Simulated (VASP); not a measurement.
# YbNi4 (I4/mmm) in VASP: single point with PBE

Aim: the single point of YbNi4 with PBE.

Everything below comes from runs of VASP 6.6.1. Logs are shortened: lines on timing, memory, paths and dates and some standing lists are left out, and cuts for length are marked.

### 1 The cell of the first run

The structure is tetragonal, space group I4/mmm (No. 139). The conventional cell has a = 3.854 Å, b = 3.854 Å, c = 9.335 Å, α = 90.00°, β = 90.00°, γ = 90.00°. Ni (site symmetry 4mm) has 5 Ni at 2.24 to 2.28 Å and 4 Yb at 2.95 Å within 3.0 Å. Within 3.1 Å of Ni (site symmetry -4m2) lie 8 Ni at 2.28 to 2.73 Å and 4 Yb at 3.03 Å. Within 3.9 Å of Yb (site symmetry 4/mmm) lie 18 Ni at 2.95 to 3.55 Å and 4 Yb at 3.85 Å.

### 2 Single point, PBE

INCAR

```
ALGO = Normal ; EDIFF = 1E-7
ENCUT = 520 ; GGA = PE
ISIF = 2 ; ISMEAR = -1
LASPH = True ; LCHARG = False
LREAL = False ; LWAVE = False
NBANDS = 40 ; NELM = 100
PREC = Accurate ; SIGMA = 0.1
```

KPOINTS

```
k-points
0
Gamma
  6 6 6
```

POSCAR

```
YbNi4
1.0
    0.0000000000      3.8542002200      0.0000000000
    3.8542002200      0.0000000000      0.0000000000
    1.9271001100      1.9271001100     -4.6674715200
Ni Yb
4 1
Direct
    0.3800000000      0.3800000000      0.2400000000
    0.6200000000      0.6200000000      0.7600000000
    0.7500000000      0.2500000000      0.5000000000
    0.2500000000      0.7500000000      0.5000000000
    0.0000000000      0.0000000000      0.0000000000
```

Potentials or basis: VASP PAW PBE potentials, release 64 (Ni, Yb).

On the command line:

```bash
cat potpaw_PBE.64/Ni/POTCAR potpaw_PBE.64/Yb/POTCAR > POTCAR
mpirun -np 1 vasp_std > vasp.out
```

OUTCAR:

```text
EDIFF = 1E-7
   ENCUT = 520
   GGA = PE
   ISIF = 2
   ISMEAR = -1
   LASPH = True
   LREAL = False
   NELM = 100
   PREC = Accurate

 ion  position               nearest neighbor table
   1  0.380  0.380  0.240-   2 2.24   3 2.28   4 2.28   4 2.28   3 2.28   5 2.95   5 2.95   5 2.95
                             5 2.95
   2  0.620  0.620  0.760-   1 2.24   3 2.28   4 2.28   3 2.28   4 2.28   5 2.95   5 2.95   5 2.95
                             5 2.95
   3  0.750  0.250  0.500-   1 2.28   2 2.28   1 2.28   2 2.28   4 2.73   4 2.73   4 2.73   4 2.73
                             5 3.03   5 3.03   5 3.03   5 3.03
   4  0.250  0.750  0.500-   1 2.28   2 2.28   1 2.28   2 2.28   3 2.73   3 2.73   3 2.73   3 2.73
                             5 3.03   5 3.03   5 3.03   5 3.03
   5  0.000  0.000  0.000-   2 2.95   1 2.95   2 2.95   1 2.95   1 2.95   2 2.95   2 2.95   1 2.95
                             4 3.03   3 3.03   4 3.03   3 3.03   3 3.03   4 3.03   4 3.03   3 3.03

  LATTYP: Found a body centered tetragonal cell.
 ALAT       =     3.8542002200
 C/A-ratio  =     2.4220181898

  Lattice vectors:

 A1 = (  -1.9271001100,   1.9271001100,   4.6674715200)
 A2 = (   1.9271001100,  -1.9271001100,   4.6674715200)
 A3 = (   1.9271001100,   1.9271001100,  -4.6674715200)

Analysis of symmetry for initial positions (statically):
=====================================================================
 Subroutine PRICEL returns:
 Original cell was already a primitive cell.

 Routine SETGRP: Setting up the symmetry group for a
 body centered tetragonal supercell.

 Subroutine GETGRP returns: Found 16 space group operations
 (whereof 16 operations were pure point group operations)
 out of a pool of 16 trial point group operations.

The static configuration has the point symmetry D_4h.

Analysis of symmetry for dynamics (positions and initial velocities):
=====================================================================
 Subroutine PRICEL returns:
 Original cell was already a primitive cell.

 Routine SETGRP: Setting up the symmetry group for a
 body centered tetragonal supercell.

 Subroutine GETGRP returns: Found 16 space group operations
 (whereof 16 operations were pure point group operations)
 out of a pool of 16 trial point group operations.

The dynamic configuration has the point symmetry D_4h.

 Subroutine INISYM returns: Found 16 space group operations
 (whereof 16 operations are pure point group operations),
 and found     1 'primitive' translations

----------------------------------------------------------------------------------------

                                     Primitive cell

  volume of cell :      69.3346

  direct lattice vectors                    reciprocal lattice vectors
     0.000000000  3.854200220  0.000000000     0.000000000  0.259457201  0.107124382
     3.854200220  0.000000000  0.000000000     0.259457201  0.000000000  0.107124382
     1.927100110  1.927100110 -4.667471520     0.000000000  0.000000000 -0.214248763

  length of vectors
     3.854200220  3.854200220  5.404879282     0.280702106  0.280702106  0.214248763

  position of ions in fractional coordinates (direct lattice)
     0.380000000  0.380000000  0.240000000
     0.620000000  0.620000000  0.760000000
     0.750000000  0.250000000  0.500000000
     0.250000000  0.750000000  0.500000000
     0.000000000  0.000000000  0.000000000

  ion indices of the primitive-cell ions
   primitive index   ion index
                 1           1
                 2           2
                 3           3
                 4           4
                 5           5

----------------------------------------------------------------------------------------

 KPOINTS: k-points

Automatic generation of k-mesh.
 Grid dimensions read from file:
 generate k-points for:    6    6    6

 Generating k-lattice:

  Cartesian coordinates                     Fractional coordinates (reciprocal lattice)
     0.000000000  0.043242867  0.017854064     0.166666667  0.000000000 -0.000000000
     0.043242867  0.000000000  0.017854064     0.000000000  0.166666667 -0.000000000
     0.000000000  0.000000000 -0.035708127     0.000000000  0.000000000  0.166666667

  Length of vectors
     0.046783684  0.046783684  0.035708127

  Shift w.r.t. Gamma in fractional coordinates (k-lattice)
     0.000000000  0.000000000  0.000000000

 Subroutine IBZKPT returns following result:
 ===========================================

 Found     30 irreducible k-points:

 Following reciprocal coordinates:
            Coordinates               Weight
  0.000000  0.000000  0.000000      1.000000
  0.166667  0.000000  0.000000      8.000000
  0.333333  0.000000  0.000000      8.000000
  0.500000  0.000000 -0.000000      4.000000
  0.166667  0.166667  0.000000      8.000000
  0.333333  0.166667  0.000000     16.000000
[... 16 lines left out ...]
 -0.333333 -0.333333  0.166667      4.000000
 -0.166667 -0.333333  0.166667     16.000000
 [... further k-points ...]
   k-points           NKPTS =     30   k-points in BZ     NKDIM =     30   number of bands    NBANDS=     40
   number of dos      NEDOS =    301   number of ions     NIONS =      5
   total plane-waves  NPLWV =  36000
   dimension x,y,z NGX =    30 NGY =   30 NGZ =   40
   dimension x,y,z NGXF=    60 NGYF=   60 NGZF=   80
   ions per type =               4   1
   NGX,Y,Z   is equivalent  to a cutoff of  12.94, 12.94, 12.30 a.u.
   NGXF,Y,Z  is equivalent  to a cutoff of  25.88, 25.88, 24.61 a.u.
 SYSTEM =  unknown system
   PREC   = accura    normal or accurate (medium, high low for compatibility)
   ISTART =      0    job   : 0-new  1-cont  2-samecut
   ICHARG =      2    charge: 1-file 2-atom 10-const
   ISPIN  =      1    spin polarized calculation?
   LNONCOLLINEAR =      F non collinear calculations
   LSORBIT =      F    spin-orbit coupling
   LASPH  =      T    aspherical Exc in radial PAW
   ENCUT  =  520.0 eV  38.22 Ry    6.18 a.u.   7.17  7.17 10.05*2*pi/ulx,y,z
   NELM   =    100;   NELMIN=  2; NELMDL= -5     # of ELM steps
   EDIFF  = 0.1E-06   stopping-criterion for ELM
   LREAL  =      F    real-space projection
   EDIFFG = 0.1E-05   stopping-criterion for IOM
   NSW    =      0    number of steps for IOM
   IBRION =     -1    ionic relax: 0-MD 1-quasi-New 2-CG
   NFREE  =      0    steps in history (QN), initial steepest desc. (CG)
   ISIF   =      2    stress and relaxation
   ISYM   =      2    0-nonsym 1-usesym 2-fastsym
   POTIM  = 0.5000    time-step for ionic-motion
   TEBEG  =    0.0;   TEEND  =   0.0 temperature during run
   PSTRESS=    0.0 pullay stress
   NELECT =      64.0000    total number of electrons
   NUPDOWN=      -1.0000    fix difference up-down
   EMIN   =  10.00;   EMAX   =-10.00  energy-range for DOS
   EFERMI =   0.00;   METHOD = LEGACY
   ISMEAR =    -1;   SIGMA  =   0.10  broadening in eV -4-tet -1-fermi 0-gaus
   EFERMI_NEDOS =   21; number of points for ismear=-14 and -15
   IALGO  =     38    algorithm
   IMIX   =      4    mixing-type and parameters
     AMIX     =   0.40;   BMIX     =  1.00
     AMIX_MAG =   1.60;   BMIX_MAG =  1.00
  volume/ion in A,a.u.               =      13.87        93.58
  Fermi-wavevector in a.u.,A,eV,Ry     =   1.593987  3.012198 34.569604  2.540794
  Thomas-Fermi vector in A             =   2.692131
   LORBIT       =      0    0 simple, 1 ext, 2 COOP (PROOUT), +10 PAW based schemes
   GGA     = PE    functional components
   LHFCALC =     F    Hartree Fock is set to
   AEXX    =    0.0000 exact exchange contribution
   IVDW    =     0    specifies the selected vdW correction
   LEPSILON=     F    determine dielectric tensor
   LRPA    =     F    only Hartree local field effects (RPA)
 non-spin polarized calculation
  energy-cutoff  :      520.00
  volume of cell :       69.33
 maximum number of plane-waves:      1894
 NGX is ok and might be reduce to    30
   NGX = 15   NGY = 15   NGZ = 19

 number of electron      63.9999998 magnetization

 Free energy of the ion-electron system (eV)
  ---------------------------------------------------
  ext. energy  EPLUGINS =         0.00000000
  ---------------------------------------------------
  free energy    TOTEN  =       -25.73061749 eV

  energy without entropy =      -25.33358718  energy(sigma->0) =      -25.53210233

 E-fermi :   6.6123     XC(G=0): -12.4074

 val. band max:        6.6037281258   @ k =  -0.3333   0.0000   0.1667
 cond. band min:       6.6226090531   @ k =   0.0000   0.0000   0.3333
 fundamental gap:      0.0188809273
 Fermi energy:         6.6122719486

 k-point     1 :       0.0000    0.0000    0.0000
  band No.  band energies     occupation
      1     -44.5907      2.00000
      2     -16.8406      2.00000
      3     -16.7787      2.00000
      4     -16.7787      2.00000
      5      -1.1974      2.00000
      6       3.0840      2.00000
[... 32 lines left out ...]
     39      13.7885      0.00000
     40      13.7885      0.00000

 k-point     2 :       0.1667    0.0000    0.0000
  band No.  band energies     occupation
      1     -44.5898      2.00000
      2     -16.8379      2.00000
      3     -16.8145      2.00000
      4     -16.7761      2.00000
      5      -0.8033      2.00000
      6       3.0564      2.00000
[... 32 lines left out ...]
     39      12.8715      0.00000
     40      14.0298      0.00000

 k-point     3 :       0.3333    0.0000    0.0000
  band No.  band energies     occupation
      1     -44.5881      2.00000
      2     -16.8853      2.00000
      3     -16.8321      2.00000
      4     -16.7710      2.00000
      5       0.2821      2.00000
      6       2.9164      2.00000
[... 853 lines left out ...]
  band No.  band energies     occupation
      1     -44.5857      2.00000
      2     -16.8717      2.00000
      3     -16.8704      2.00000
      4     -16.8250      2.00000
      5       1.8822      2.00000
      6       2.6238      2.00000
[... 32 lines left out ...]
     39      12.7284      0.00000
     40      12.9591      0.00000

 k-point    24 :      -0.1667   -0.3333    0.1667
  band No.  band energies     occupation
      1     -44.5873      2.00000
      2     -16.8804      2.00000
      3     -16.8330      2.00000
      4     -16.8045      2.00000
      5       1.2804      2.00000
      6       2.4530      2.00000
[... 32 lines left out ...]
     39      12.4794      0.00000
     40      12.6297      0.00000

 [... further k-points ...]

------------------------ aborting loop because EDIFF is reached ----------------------------------------

  FORCE on cell =-STRESS in cart. coord.  units (eV):
  Direction    XX          YY          ZZ          XY          YZ          ZX
  --------------------------------------------------------------------------------------
  -------------------------------------------------------------------------------------
  Total        3.7835915      3.7835915      3.8413777      0.0000000      0.0000000     -0.0000000
  in kB       87.4308294     87.4308294     88.7661471      0.0000000      0.0000000     -0.0000000
  external PRESSURE =      87.8759353 kB  Pullay stress =       0.0000000 kB

 VOLUME and BASIS-vectors are now :
 -----------------------------------------------------------------------------
  energy-cutoff  :      520.00
  volume of cell :       69.33
      direct lattice vectors                 reciprocal lattice vectors
     0.000000000  3.854200220  0.000000000     0.000000000  0.259457201  0.107124382
     3.854200220  0.000000000  0.000000000     0.259457201  0.000000000  0.107124382
     1.927100110  1.927100110 -4.667471520     0.000000000  0.000000000 -0.214248763

 POSITION                                       TOTAL-FORCE (eV/Angst)
 -----------------------------------------------------------------------------------
      1.92710      1.92710     -1.12019        -0.000000     -0.000000      0.773300
      3.85420      3.85420     -3.54728        -0.000000     -0.000000     -0.773300
      1.92710      3.85420     -2.33374         0.000000      0.000000      0.000000
      3.85420      1.92710     -2.33374        -0.000000     -0.000000      0.000000
      0.00000      0.00000      0.00000        -0.000000     -0.000000      0.000000
 -----------------------------------------------------------------------------------
    total drift:                                0.000000     -0.000000     -0.000000

  FREE ENERGIE OF THE ION-ELECTRON SYSTEM (eV)
  ---------------------------------------------------
  free  energy   TOTEN  =       -25.7306174944 eV

  energy  without entropy=      -25.3335871753  energy(sigma->0) =      -25.53210233
```

Run time: 6.8 min. Hardware: 1 thread of AMD EPYC 9R14 (Zen 4), shared host; peak memory 0.2 GiB.

What came out:

| Property | Result |
| --- | --- |
| Free energy | -25.7306 eV |
| Pressure | 8.8 GPa |
| Largest force | 0.773 eV/Å |
| Band gap on the k mesh | zero (bands 32 and 33 overlap by 0.19 eV) |

Forces on the atoms (eV/Å):
```
Ni   0.000  0.000  0.773
Ni   0.000  0.000 -0.773
Ni   0.000  0.000  0.000
Ni   0.000  0.000  0.000
Yb   0.000  0.000  0.000
```

Caveat: the cell stands under pressure; spin-orbit coupling is left out, which moves the levels of the heavy elements. Spin polarisation is off, so any magnetic state and its effect on volume and gap are missing.
